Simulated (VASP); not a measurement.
# BP (F-43m) in VASP: relaxation of cell and atoms with PBEsol

Aim: the relaxation of cell and atoms of BP with PBEsol.

All numbers are computed with VASP 6.6.1; they aren't measurements. Logs are shortened: lines on timing, memory, paths and dates and some standing lists are left out, and cuts for length are marked.

## Step 1: The cell of the first run

Symmetry: F-43m, No. 216, cubic system. The conventional cell has a = 4.540 Å, b = 4.540 Å, c = 4.540 Å, α = 90.00°, β = 90.00°, γ = 90.00°. B (site symmetry -43m) has 4 P at 1.97 Å within 2.6 Å. Within 2.6 Å of P (site symmetry -43m) lie 4 B at 1.97 Å.

## Step 2: Relaxation of cell and atoms, PBEsol, target pressure 10 GPa, at which the enthalpy is minimised

Input file INCAR:

```
PREC = Accurate ; ENCUT = 500
EDIFF = 1E-7 ; ISMEAR = 0
SIGMA = 0.01 ; LREAL = F
LASPH = T ; NELM = 120
ALGO = Normal ; ISIF = 3
LWAVE = F ; LCHARG = F
GGA = PS ; IBRION = 2
NSW = 80 ; EDIFFG = -0.005
PSTRESS = 100.0 ; GGA_COMPAT = F
NELMIN = 4
```

Input file KPOINTS:

```
Automatic mesh
0
Gamma
  6 6 6
```

Input file POSCAR:

```
BP
1.0
    0.0000000000      2.2700000000      2.2700000000
    2.2700000000      0.0000000000      2.2700000000
    2.2700000000      2.2700000000      0.0000000000
B P
1 1
Direct
    0.0000000000      0.0000000000      0.0000000000
    0.2500000000      0.2500000000      0.2500000000
```

Potentials or basis: VASP PAW PBE potentials, release 64 (B, P).

Command:

```sh
$ cat potpaw_PBE.64/B/POTCAR potpaw_PBE.64/P/POTCAR > POTCAR
$ mpirun -np 1 vasp_std > vasp.out
```

OUTCAR:

```text
PREC = Accurate
   ENCUT = 500
   EDIFF = 1E-7
   ISMEAR = 0
   LREAL = F
   LASPH = T
   NELM = 120
   ISIF = 3
   GGA = PS
   IBRION = 2
   NSW = 80
   EDIFFG = -0.005
   PSTRESS = 100.0
   NELMIN = 4

 ion  position               nearest neighbor table
   1  0.000  0.000  0.000-   2 1.97   2 1.97   2 1.97   2 1.97
   2  0.250  0.250  0.250-   1 1.97   1 1.97   1 1.97   1 1.97

  LATTYP: Found a face centered cubic cell.
 ALAT       =     4.5400000000

  Lattice vectors:

 A1 = (   0.0000000000,   2.2700000000,   2.2700000000)
 A2 = (   2.2700000000,   0.0000000000,   2.2700000000)
 A3 = (   2.2700000000,   2.2700000000,   0.0000000000)

Analysis of symmetry for initial positions (statically):
=====================================================================
 Subroutine PRICEL returns:
 Original cell was already a primitive cell.

 Routine SETGRP: Setting up the symmetry group for a
 face centered cubic supercell.

 Subroutine GETGRP returns: Found 24 space group operations
 (whereof 24 operations were pure point group operations)
 out of a pool of 48 trial point group operations.

The static configuration has the point symmetry T_d .

Analysis of symmetry for dynamics (positions and initial velocities):
=====================================================================
 Subroutine PRICEL returns:
 Original cell was already a primitive cell.

 Routine SETGRP: Setting up the symmetry group for a
 face centered cubic supercell.

 Subroutine GETGRP returns: Found 24 space group operations
 (whereof 24 operations were pure point group operations)
 out of a pool of 48 trial point group operations.

The dynamic configuration has the point symmetry T_d .

 Subroutine INISYM returns: Found 24 space group operations
 (whereof 24 operations are pure point group operations),
 and found     1 'primitive' translations

----------------------------------------------------------------------------------------

                                     Primitive cell

  volume of cell :      23.3942

  direct lattice vectors                    reciprocal lattice vectors
     0.000000000  2.270000000  2.270000000    -0.220264317  0.220264317  0.220264317
     2.270000000  0.000000000  2.270000000     0.220264317 -0.220264317  0.220264317
     2.270000000  2.270000000  0.000000000     0.220264317  0.220264317 -0.220264317

  length of vectors
     3.210264787  3.210264787  3.210264787     0.381508988  0.381508988  0.381508988

  position of ions in fractional coordinates (direct lattice)
     0.000000000  0.000000000  0.000000000
     0.250000000  0.250000000  0.250000000

  ion indices of the primitive-cell ions
   primitive index   ion index
                 1           1
                 2           2

----------------------------------------------------------------------------------------

 KPOINTS: Automatic mesh

Automatic generation of k-mesh.
 Grid dimensions read from file:
 generate k-points for:    6    6    6

 Generating k-lattice:

  Cartesian coordinates                     Fractional coordinates (reciprocal lattice)
    -0.036710720  0.036710720  0.036710720     0.166666667  0.000000000  0.000000000
     0.036710720 -0.036710720  0.036710720     0.000000000  0.166666667  0.000000000
     0.036710720  0.036710720 -0.036710720     0.000000000  0.000000000  0.166666667

  Length of vectors
     0.063584831  0.063584831  0.063584831

  Shift w.r.t. Gamma in fractional coordinates (k-lattice)
     0.000000000  0.000000000  0.000000000

 Subroutine IBZKPT returns following result:
 ===========================================

 Found     16 irreducible k-points:

 Following reciprocal coordinates:
            Coordinates               Weight
  0.000000  0.000000  0.000000      1.000000
  0.166667  0.000000  0.000000      8.000000
  0.333333  0.000000  0.000000      8.000000
  0.500000  0.000000  0.000000      4.000000
  0.166667  0.166667  0.000000      6.000000
  0.333333  0.166667  0.000000     24.000000
[... 8 lines left out ...]
 -0.333333  0.333333  0.166667     24.000000
 -0.333333  0.500000  0.166667     12.000000
   k-points           NKPTS =     16   k-points in BZ     NKDIM =     16   number of bands    NBANDS=      8
   number of dos      NEDOS =    301   number of ions     NIONS =      2
   total plane-waves  NPLWV =  13824
   dimension x,y,z NGX =    24 NGY =   24 NGZ =   24
   dimension x,y,z NGXF=    48 NGYF=   48 NGZF=   48
   ions per type =               1   1
   NGX,Y,Z   is equivalent  to a cutoff of  12.43, 12.43, 12.43 a.u.
   NGXF,Y,Z  is equivalent  to a cutoff of  24.86, 24.86, 24.86 a.u.
 SYSTEM =  unknown system
   PREC   = accura    normal or accurate (medium, high low for compatibility)
   ISTART =      0    job   : 0-new  1-cont  2-samecut
   ICHARG =      2    charge: 1-file 2-atom 10-const
   ISPIN  =      1    spin polarized calculation?
   LNONCOLLINEAR =      F non collinear calculations
   LSORBIT =      F    spin-orbit coupling
   LASPH  =      T    aspherical Exc in radial PAW
   ENCUT  =  500.0 eV  36.75 Ry    6.06 a.u.   5.85  5.85  5.85*2*pi/ulx,y,z
   NELM   =    120;   NELMIN=  4; NELMDL= -5     # of ELM steps
   EDIFF  = 0.1E-06   stopping-criterion for ELM
   LREAL  =      F    real-space projection
   EDIFFG = -.5E-02   stopping-criterion for IOM
   NSW    =     80    number of steps for IOM
   IBRION =      2    ionic relax: 0-MD 1-quasi-New 2-CG
   NFREE  =      1    steps in history (QN), initial steepest desc. (CG)
   ISIF   =      3    stress and relaxation
   ISYM   =      2    0-nonsym 1-usesym 2-fastsym
   POTIM  = 0.5000    time-step for ionic-motion
   TEBEG  =    0.0;   TEEND  =   0.0 temperature during run
   PSTRESS=  100.0 pullay stress
   NELECT =       8.0000    total number of electrons
   NUPDOWN=      -1.0000    fix difference up-down
   EMIN   =  10.00;   EMAX   =-10.00  energy-range for DOS
   EFERMI =   0.00;   METHOD = LEGACY
   ISMEAR =     0;   SIGMA  =   0.01  broadening in eV -4-tet -1-fermi 0-gaus
   EFERMI_NEDOS =   21; number of points for ismear=-14 and -15
   IALGO  =     38    algorithm
   IMIX   =      4    mixing-type and parameters
     AMIX     =   0.40;   BMIX     =  1.00
     AMIX_MAG =   1.60;   BMIX_MAG =  1.00
  volume/ion in A,a.u.               =      11.70        78.94
  Fermi-wavevector in a.u.,A,eV,Ry     =   1.144816  2.163388 17.831841  1.310603
  Thomas-Fermi vector in A             =   2.281507
   LORBIT       =      0    0 simple, 1 ext, 2 COOP (PROOUT), +10 PAW based schemes
   GGA     = PS    functional components
   LHFCALC =     F    Hartree Fock is set to
   AEXX    =    0.0000 exact exchange contribution
   IVDW    =     0    specifies the selected vdW correction
   LEPSILON=     F    determine dielectric tensor
   LRPA    =     F    only Hartree local field effects (RPA)
 conjugate gradient relaxation of ions
 non-spin polarized calculation
 Gauss-broadening in eV      SIGMA  =   0.01
  energy-cutoff  :      500.00
  volume of cell :       23.39
 maximum number of plane-waves:       609
   NGX = 11   NGY = 11   NGZ = 11

--------------------------------------- Ionic step        1  -------------------------------------------

 number of electron       8.0000000 magnetization

 Free energy of the ion-electron system (eV)
  ---------------------------------------------------
  ext. energy  EPLUGINS =         0.00000000
  ---------------------------------------------------
  free energy    TOTEN  =       -13.65343483 eV

  energy without entropy =      -13.65343483  energy(sigma->0) =      -13.65343483

------------------------ aborting loop because EDIFF is reached ----------------------------------------

  FORCE on cell =-STRESS in cart. coord.  units (eV):
  Direction    XX          YY          ZZ          XY          YZ          ZX
  --------------------------------------------------------------------------------------
  -------------------------------------------------------------------------------------
  Total       -0.2816155     -0.2816155     -0.2816155     -0.0000000     -0.0000000     -0.0000000
  in kB      -19.2867762    -19.2867762    -19.2867762     -0.0000000     -0.0000000     -0.0000000
  external PRESSURE =    -119.2867762 kB  Pullay stress =     100.0000000 kB

 VOLUME and BASIS-vectors are now :
 -----------------------------------------------------------------------------
  energy-cutoff  :      500.00
  volume of cell :       23.39
      direct lattice vectors                 reciprocal lattice vectors
     0.000000000  2.270000000  2.270000000    -0.220264317  0.220264317  0.220264317
     2.270000000  0.000000000  2.270000000     0.220264317 -0.220264317  0.220264317
     2.270000000  2.270000000  0.000000000     0.220264317  0.220264317 -0.220264317
[... 160 lines left out ...]
  FREE ENERGIE OF THE ION-ELECTRON SYSTEM (eV)
  ---------------------------------------------------
  free  energy   TOTEN  =       -13.6197133197 eV

  energy  without entropy=      -13.6197133197  energy(sigma->0) =      -13.61971332

  enthalpy is  TOTEN    =       -12.2510709370 eV   P V=        1.3686423827

--------------------------------------- Ionic step        6  -------------------------------------------

 number of electron       8.0000000 magnetization

 Free energy of the ion-electron system (eV)
  ---------------------------------------------------
  ext. energy  EPLUGINS =         0.00000000
  ---------------------------------------------------
  free energy    TOTEN  =       -13.61905055 eV

  energy without entropy =      -13.61905055  energy(sigma->0) =      -13.61905055

 E-fermi :   8.2340     XC(G=0): -11.3142

 val. band max:        8.1839153822   @ k =   0.0000   0.0000   0.0000
 cond. band min:       9.2780969740   @ k =   0.5000   0.5000   0.0000
 fundamental gap:      1.0941815918
 Fermi energy:         8.2339842297

 k-point     1 :       0.0000    0.0000    0.0000
  band No.  band energies     occupation
      1      -7.8983      2.00000
      2       8.1839      2.00000
      3       8.1839      2.00000
      4       8.1839      2.00000
      5      11.6402      0.00000
      6      11.6402      0.00000
      7      11.6402      0.00000
      8      16.5110      0.00000

 k-point     2 :       0.1667    0.0000    0.0000
  band No.  band energies     occupation
      1      -7.3719      2.00000
      2       5.2152      2.00000
      3       7.4774      2.00000
      4       7.4774      2.00000
      5      12.3956      0.00000
      6      12.5952      0.00000
      7      12.5952      0.00000
      8      17.5805      0.00000
[... 174 lines left out ...]
 POSITION                                       TOTAL-FORCE (eV/Angst)
 -----------------------------------------------------------------------------------
      0.00000      0.00000      0.00000         0.000000      0.000000      0.000000
      1.11060      1.11060      1.11060        -0.000000     -0.000000     -0.000000
 -----------------------------------------------------------------------------------
    total drift:                               -0.000000     -0.000000      0.000000

  FREE ENERGIE OF THE ION-ELECTRON SYSTEM (eV)
  ---------------------------------------------------
  free  energy   TOTEN  =       -13.6190505523 eV

  energy  without entropy=      -13.6190505523  energy(sigma->0) =      -13.61905055

  enthalpy is  TOTEN    =       -12.2510743004 eV   P V=        1.3679762519

 reached required accuracy - stopping structural energy minimisation
```

It took 14 s on 1 thread of Intel Xeon Platinum 8375C at 2.90GHz (Ice Lake), shared host; peak memory 0.13 GiB.

Results:

| Property | Result |
| --- | --- |
| Free energy | -13.6191 eV |
| Relaxed volume | 10.96 Å³/atom |
| Relaxed cell | a = 3.141 Å, b = 3.141 Å, c = 3.141 Å, α = 60.00°, β = 60.00°, γ = 60.00° |
| Space group after relaxing (to 0.05 Å) | F-43m (No. 216) |
| Energy change on relaxing (the enthalpy is what falls) | +17.2 meV/atom |
| Ionic steps | 6 |
| Pressure after relaxing | 10.0 GPa |
| Band gap on the k mesh | 1.09 eV, indirect (least direct gap 3.46 eV) |

Step by step:
```
step  energy change (eV)  largest force (eV/Å)  pressure (GPa)  volume (Å³)
   1              0.0000                0.0000           -1.93        23.39
   2              0.1773                0.0000           24.61        20.57
   3              0.0335                0.0000            9.86        21.93
   4              0.0352                0.0000           10.12        21.90
   5              0.0337                0.0000            9.90        21.93
   6              0.0344                0.0000           10.00        21.92
```

Final structure:
```cif
data_structure
_symmetry_space_group_name_H-M 'P 1'
_symmetry_Int_Tables_number 1
_cell_length_a 3.1412
_cell_length_b 3.1412
_cell_length_c 3.1412
_cell_angle_alpha 60.000
_cell_angle_beta 60.000
_cell_angle_gamma 60.000
_cell_volume 21.92
loop_
_atom_site_label
_atom_site_type_symbol
_atom_site_fract_x
_atom_site_fract_y
_atom_site_fract_z
_atom_site_occupancy
B1 B 0.00000 0.00000 0.00000 1
P1 P 0.25000 0.25000 0.25000 1
```

Caveat: the cell is relaxed towards a set pressure, so the enthalpy falls and the energy may rise; the PAW data sets were made with another functional, which shifts forces and pressure a little. A hybrid or GW would open this gap; PBEsol tends to underestimate it.
